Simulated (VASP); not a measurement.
# KI in VASP: further runs, part 2 of 2

VASP 6.6.1. Earlier steps stand in the parts before.

## (4) Single point, PBE

This run uses another cell than the first one, of 39.51 Å³/atom.

The input, INCAR:

```
PREC = Accurate
ENCUT = 520
EDIFF = 1E-7
ISMEAR = 0
SIGMA = 0.01
LREAL = F
LASPH = T
NELM = 80
ALGO = Normal
ISIF = 2
LWAVE = F
LCHARG = F
GGA = PE
NBANDS = 15
```

The input, KPOINTS:

```
Automatic mesh
0
Gamma
  4 4 4
```

The input, POSCAR:

```
KI
1.0
    4.2910852517      0.0000000000      0.0000000000
    0.0000000000      4.2910852517      0.0000000000
    0.0000000000      0.0000000000      4.2910852517
K I
1 1
Direct
    0.0000000000      0.0000000000      0.0000000000
    0.5000000000      0.5000000000      0.5000000000
```

Potentials or basis: VASP PAW PBE potentials, release 64 (K_sv, I).

Launch:

```
$ cat potpaw_PBE.64/K_sv/POTCAR potpaw_PBE.64/I/POTCAR > POTCAR
$ mpirun -np 1 vasp_std > vasp.out
```

OUTCAR:

```text
PREC = Accurate
   ENCUT = 520
   EDIFF = 1E-7
   ISMEAR = 0
   LREAL = F
   LASPH = T
   NELM = 80
   ISIF = 2
   GGA = PE

 ion  position               nearest neighbor table
   1  0.000  0.000  0.000-
   2  0.500  0.500  0.500-

  LATTYP: Found a simple cubic cell.
 ALAT       =     4.2910852517

  Lattice vectors:

 A1 = (   4.2910852517,   0.0000000000,   0.0000000000)
 A2 = (   0.0000000000,   4.2910852517,   0.0000000000)
 A3 = (   0.0000000000,   0.0000000000,   4.2910852517)

Analysis of symmetry for initial positions (statically):
=====================================================================
 Subroutine PRICEL returns:
 Original cell was already a primitive cell.

 Routine SETGRP: Setting up the symmetry group for a
 simple cubic supercell.

 Subroutine GETGRP returns: Found 48 space group operations
 (whereof 48 operations were pure point group operations)
 out of a pool of 48 trial point group operations.

The static configuration has the point symmetry O_h .

Analysis of symmetry for dynamics (positions and initial velocities):
=====================================================================
 Subroutine PRICEL returns:
 Original cell was already a primitive cell.

 Routine SETGRP: Setting up the symmetry group for a
 simple cubic supercell.

 Subroutine GETGRP returns: Found 48 space group operations
 (whereof 48 operations were pure point group operations)
 out of a pool of 48 trial point group operations.

The dynamic configuration has the point symmetry O_h .

 Subroutine INISYM returns: Found 48 space group operations
 (whereof 48 operations are pure point group operations),
 and found     1 'primitive' translations

----------------------------------------------------------------------------------------

                                     Primitive cell

  volume of cell :      79.0135
[... 101 lines left out ...]
   AEXX    =    0.0000 exact exchange contribution
   IVDW    =     0    specifies the selected vdW correction
   LEPSILON=     F    determine dielectric tensor
   LRPA    =     F    only Hartree local field effects (RPA)
 non-spin polarized calculation
 Gauss-broadening in eV      SIGMA  =   0.01
  energy-cutoff  :      520.00
  volume of cell :       79.01
 maximum number of plane-waves:      2176
 NGX is ok and might be reduce to    32
   NGX = 15   NGY = 15   NGZ = 15

 number of electron      16.0000003 magnetization

 Free energy of the ion-electron system (eV)
  ---------------------------------------------------
  ext. energy  EPLUGINS =         0.00000000
  ---------------------------------------------------
  free energy    TOTEN  =        -5.41237835 eV

  energy without entropy =       -5.41237835  energy(sigma->0) =       -5.41237835

 E-fermi :   0.9718     XC(G=0):  -7.7071

 val. band max:        0.8893968649   @ k =   0.5000   0.5000   0.0000
 cond. band min:       4.2155587292   @ k =   0.0000   0.0000   0.0000
 fundamental gap:      3.3261618643
 Fermi energy:         0.9718483828

 k-point     1 :       0.0000    0.0000    0.0000
  band No.  band energies     occupation
      1     -28.4996      2.00000
      2     -11.9526      2.00000
      3     -11.9526      2.00000
      4     -11.9526      2.00000
      5     -10.2687      2.00000
      6       0.5279      2.00000
      7       0.5279      2.00000
      8       0.5279      2.00000
      9       4.2156      0.00000
     10       5.6492      0.00000
     11       5.6492      0.00000
     12       9.2689      0.00000
     13       9.2689      0.00000
     14       9.2689      0.00000
[... 149 lines left out ...]
      2     -12.0171      2.00000
      3     -12.0171      2.00000
      4     -12.0171      2.00000
      5      -9.7482      2.00000
      6      -0.7684      2.00000
      7      -0.7684      2.00000
      8      -0.7684      2.00000
      9       6.5161      0.00000
     10       6.5161      0.00000
     11       6.5161      0.00000
     12       9.7241      0.00000
     13       9.7241      0.00000
     14       9.7241      0.00000
     15      10.0317      0.00000

------------------------ aborting loop because EDIFF is reached ----------------------------------------

  FORCE on cell =-STRESS in cart. coord.  units (eV):
  Direction    XX          YY          ZZ          XY          YZ          ZX
  --------------------------------------------------------------------------------------
  -------------------------------------------------------------------------------------
  Total        0.2802304      0.2802304      0.2802304     -0.0000000      0.0000000      0.0000000
  in kB        5.6823034      5.6823034      5.6823034     -0.0000000      0.0000000      0.0000000
  external PRESSURE =       5.6823034 kB  Pullay stress =       0.0000000 kB

 VOLUME and BASIS-vectors are now :
 -----------------------------------------------------------------------------
  energy-cutoff  :      520.00
  volume of cell :       79.01
      direct lattice vectors                 reciprocal lattice vectors
     4.291085252  0.000000000  0.000000000     0.233041280  0.000000000  0.000000000
     0.000000000  4.291085252  0.000000000     0.000000000  0.233041280  0.000000000
     0.000000000  0.000000000  4.291085252     0.000000000  0.000000000  0.233041280

 POSITION                                       TOTAL-FORCE (eV/Angst)
 -----------------------------------------------------------------------------------
      0.00000      0.00000      0.00000         0.000000      0.000000      0.000000
      2.14554      2.14554      2.14554         0.000000      0.000000      0.000000
 -----------------------------------------------------------------------------------
    total drift:                                0.000000      0.000000     -0.000000

  FREE ENERGIE OF THE ION-ELECTRON SYSTEM (eV)
  ---------------------------------------------------
  free  energy   TOTEN  =        -5.4123783472 eV

  energy  without entropy=       -5.4123783472  energy(sigma->0) =       -5.41237835
```

stdout:

```text
POSCAR found type information on POSCAR K I
 POSCAR found :  2 types and       2 ions
 scaLAPACK will be used
 LDA part: xc-table for (Slater+PW92), standard interpolation
 POSCAR, INCAR and KPOINTS ok, starting setup
 FFT: planning ... GRIDC
 FFT: planning ... GRID_SOFT
 FFT: planning ... GRID
 WAVECAR not read
 entering main loop
```

Run time: 4.4 s. Hardware: 1 thread of Intel Xeon 6975P-C (Granite Rapids), shared host; peak memory 0.17 GiB.

What came out:

| Quantity | Value |
| --- | --- |
| Free energy | -5.4124 eV |
| Pressure | 0.6 GPa |
| Band gap on the k mesh | 3.33 eV (least direct gap 3.69 eV) |

Caveat: spin-orbit coupling is left out, which moves the levels of the heavy elements. A k mesh can miss the band edges.

## (5) Single point, PBE (strain +1.9%)

The input, INCAR:

```
PREC = Accurate
ENCUT = 520
EDIFF = 1E-6
ISMEAR = 0
SIGMA = 0.01
LREAL = False
LASPH = True
NELM = 60
ALGO = Normal
ISIF = 2
LWAVE = False
LCHARG = False
GGA = PE
NBANDS = 15
```

KPOINTS is that of step 4.

The input, POSCAR:

```
KI
1.0
    4.3713285459      0.0000000000      0.0000000000
    0.0000000000      4.3713285459      0.0000000000
    0.0000000000      0.0000000000      4.3713285459
K I
1 1
Direct
    0.0000000000      0.0000000000      0.0000000000
    0.5000000000      0.5000000000      0.5000000000
```

Launch:

```
$ cat potpaw_PBE.64/K_sv/POTCAR potpaw_PBE.64/I/POTCAR > POTCAR
$ mpirun -np 1 vasp_std > vasp.out
```

It took 5.5 s on 1 thread of Intel Xeon 6975P-C (Granite Rapids), shared host; peak memory 0.2 GiB.

The run converged. Its results:

```yaml
Free_energy: -5.4178 eV
Pressure: -0.2 GPa
Band_gap_on_the_k_mesh: 3.19 eV (least direct gap 3.52 eV)
```

Levels at points of the mesh, in eV from the valence-band top:
```
           k point  band 6  band 7  band 8  band 9  band 10  band 11
(0.00, 0.00, 0.00)   -0.33   -0.33   -0.33    3.19     4.86     4.86
(0.50, 0.00, 0.00)   -2.10   -0.25   -0.25    5.34     6.21     6.77
(0.50, 0.50, 0.00)   -1.57   -1.57    0.00    3.95     5.67     6.80
(0.50, 0.50, 0.50)   -1.50   -1.50   -1.50    5.60     5.60     5.60
```

Caveat: the cell differs from its parent crystal (strain +1.9%); spin-orbit coupling is left out, which moves the levels of the heavy elements. A k mesh can miss the band edges.

## (6) Single point, PBE (uniaxial z strain -2.5%)

The input, INCAR:

```
SYSTEM = KI
PREC     = Accurate       ! precision mode
ENCUT    = 520            ! plane-wave cutoff, eV
EDIFF    = 1E-7           ! SCF threshold, eV
ISMEAR   = 0              ! smearing method
SIGMA    = 0.01           ! smearing width, eV
LREAL    = .FALSE.        ! projectors in reciprocal space
LASPH    = .TRUE.         ! aspherical terms in the spheres
NELM     = 80             ! most SCF steps
ALGO     = Normal         ! electronic algorithm
ISIF     = 2              ! what is computed and relaxed
LWAVE    = .FALSE.        ! write WAVECAR
LCHARG   = .FALSE.        ! write CHGCAR
GGA      = PE             ! functional
NBANDS   = 15             ! bands
```

The input, KPOINTS:

```
Automatic mesh
0
G
  4 4 4
  0 0 0
```

The input, POSCAR:

```
KI
1.0
    4.2910852517      0.0000000000      0.0000000000
    0.0000000000      4.2910852517      0.0000000000
    0.0000000000      0.0000000000      4.1842372290
K I
1 1
Direct
    0.0000000000      0.0000000000      0.0000000000
    0.5000000000      0.5000000000      0.5000000000
```

Potentials or basis: VASP PAW PBE potentials, release 64 (K_sv, I).

Launch:

```
$ cat potpaw_PBE.64/K_sv/POTCAR potpaw_PBE.64/I/POTCAR > POTCAR
$ mpirun -np 1 vasp_std > vasp.out
```

OUTCAR:

```text
SYSTEM = KI
   PREC = Accurate
   ENCUT = 520
   EDIFF = 1E-7
   ISMEAR = 0
   LREAL = .FALSE.
   LASPH = .TRUE.
   NELM = 80
   ISIF = 2
   GGA = PE

 ion  position               nearest neighbor table
   1  0.000  0.000  0.000-   2 3.69   2 3.69   2 3.69   2 3.69   2 3.69   2 3.69   2 3.69   2 3.69

   2  0.500  0.500  0.500-   1 3.69   1 3.69   1 3.69   1 3.69   1 3.69   1 3.69   1 3.69   1 3.69

  LATTYP: Found a simple tetragonal cell.
 ALAT       =     4.2910852517
 C/A-ratio  =     0.9751000000

  Lattice vectors:

[... 504 lines left out ...]

  FORCE on cell =-STRESS in cart. coord.  units (eV):
  Direction    XX          YY          ZZ          XY          YZ          ZX
  --------------------------------------------------------------------------------------
  -------------------------------------------------------------------------------------
  Total        0.3364196      0.3364196      0.7343686      0.0000000      0.0000000     -0.0000000
  in kB        6.9958636      6.9958636     15.2712318      0.0000000      0.0000000     -0.0000000
  external PRESSURE =       9.7543197 kB  Pullay stress =       0.0000000 kB

 VOLUME and BASIS-vectors are now :
 -----------------------------------------------------------------------------
  energy-cutoff  :      520.00
  volume of cell :       77.05
      direct lattice vectors                 reciprocal lattice vectors
     4.291085252  0.000000000  0.000000000     0.233041280  0.000000000  0.000000000
     0.000000000  4.291085252  0.000000000     0.000000000  0.233041280  0.000000000
     0.000000000  0.000000000  4.184237229     0.000000000  0.000000000  0.238992185

 POSITION                                       TOTAL-FORCE (eV/Angst)
 -----------------------------------------------------------------------------------
      0.00000      0.00000      0.00000         0.000000      0.000000      0.000000
      2.14554      2.14554      2.09212         0.000000      0.000000      0.000000
 -----------------------------------------------------------------------------------
    total drift:                                0.000000     -0.000000     -0.000000

  FREE ENERGIE OF THE ION-ELECTRON SYSTEM (eV)
  ---------------------------------------------------
  free  energy   TOTEN  =        -5.3994785597 eV

  energy  without entropy=       -5.3994785597  energy(sigma->0) =       -5.39947856
```

OSZICAR:

```text
N       E                     dE             d eps       ncg     rms          rms(c)
DAV:   1     0.887569503097E+02    0.88757E+02   -0.65966E+03   540   0.922E+02
DAV:   2    -0.496212060982E+00   -0.89253E+02   -0.84572E+02   701   0.222E+02
DAV:   3    -0.534009636610E+01   -0.48439E+01   -0.48294E+01   805   0.439E+01
DAV:   4    -0.550483750210E+01   -0.16474E+00   -0.16472E+00   831   0.713E+00
DAV:   5    -0.550650562244E+01   -0.16681E-02   -0.16681E-02   789   0.711E-01    0.280E+00
DAV:   6    -0.541607408090E+01    0.90432E-01   -0.64950E-02   687   0.175E+00    0.201E+00
DAV:   7    -0.539686019198E+01    0.19214E-01   -0.90816E-02   687   0.178E+00    0.750E-01
DAV:   8    -0.539928641745E+01   -0.24262E-02   -0.13691E-02   691   0.771E-01    0.158E-01
DAV:   9    -0.539940313244E+01   -0.11671E-03   -0.47401E-04   715   0.145E-01    0.702E-02
DAV:  10    -0.539946614822E+01   -0.63016E-04   -0.91086E-05   727   0.632E-02    0.133E-02
DAV:  11    -0.539947915369E+01   -0.13005E-04   -0.21014E-05   631   0.297E-02    0.178E-02
DAV:  12    -0.539947855749E+01    0.59620E-06   -0.83049E-07   758   0.687E-03    0.797E-03
DAV:  13    -0.539947870763E+01   -0.15014E-06   -0.25249E-07   673   0.279E-03    0.425E-03
DAV:  14    -0.539947855464E+01    0.15299E-06   -0.11367E-07   697   0.180E-03    0.110E-03
DAV:  15    -0.539947855972E+01   -0.50857E-08   -0.57451E-09   522   0.501E-04
   1 F= -.53994786E+01 E0= -.53994786E+01  d E =-.570523-101
```

It took 7 s on 1 thread of Intel Xeon 6975P-C (Granite Rapids), shared host; peak memory 0.18 GiB.

Results:

- Free energy: -5.3995 eV
- Pressure: 1.0 GPa
- Band gap on the k mesh: 3.29 eV (least direct gap 3.63 eV)

Stress tensor (GPa, compression positive):
```
0.70 0.00 0.00
0.00 0.70 0.00
0.00 0.00 1.53
```

Levels at points of the mesh, in eV from the valence-band top:
```csv
k point,band 4,band 5,band 6,band 7,band 8,band 9,band 10,band 11,band 12,band 13
"(0.00, 0.00, 0.00)",-12.92,-11.32,-0.53,-0.53,-0.35,3.29,4.56,4.68,8.20,8.37
"(0.50, 0.00, 0.00)",-12.91,-11.00,-2.47,-0.47,-0.28,5.45,6.03,6.95,7.06,8.54
"(0.50, 0.50, 0.00)",-12.90,-10.97,-1.88,-1.88,0.00,3.75,5.72,6.83,6.83,9.14
"(0.00, 0.00, 0.50)",-12.91,-10.97,-2.49,-0.43,-0.43,5.43,6.08,6.92,7.12,8.53
"(0.50, 0.00, 0.50)",-12.90,-10.93,-1.91,-1.83,-0.14,3.81,5.54,6.59,6.63,9.03
"(0.50, 0.50, 0.50)",-12.98,-10.76,-1.88,-1.81,-1.81,5.53,5.53,5.58,8.78,8.78
```

Caveat: the cell differs from its parent crystal (uniaxial z strain -2.5%); spin-orbit coupling is left out, which moves the levels of the heavy elements.

## (7) Summary

| level | cell | grid for exact exchange (PRECFOCK) | share of exact exchange | screening parameter | gap on the mesh (eV) | pressure (GPa) |
| --- | --- | --- | --- | --- | --- | --- |
| HSE06 | a = 4.356, b = 4.291, c = 4.291 Å, 2 atoms | Normal | 0.25 | 0.2079 1/Å | 4.23 | 0.1 |
| HSE06 | a = 4.291, b = 4.534 Å, 2 atoms | Normal | 0.25 | 0.2079 1/Å | 4.01 | -0.4 |
| PBE | a = 4.291 Å, 2 atoms | - | - | - | 3.33 | 0.6 |
| PBE | a = 4.371 Å, 2 atoms | - | - | - | 3.19 | -0.2 |
| PBE | a = 4.291, b = 4.291, c = 4.184 Å, 2 atoms | - | - | - | 3.29 | 1.0 |

Alike in all rows: task single point; potentials or basis VASP PAW PBE potentials, release 64 (K_sv, I); no spin polarisation; k mesh 4 × 4 × 4; cutoff (eV) 520; smearing gaussian 0.01 eV.

Caveats: spin-orbit coupling is left out, which moves the levels of the heavy elements; the PAW data sets were made with another functional, which shifts forces and pressure a little (at least some runs).

Absolute energies hang on the potentials; compare differences alone.
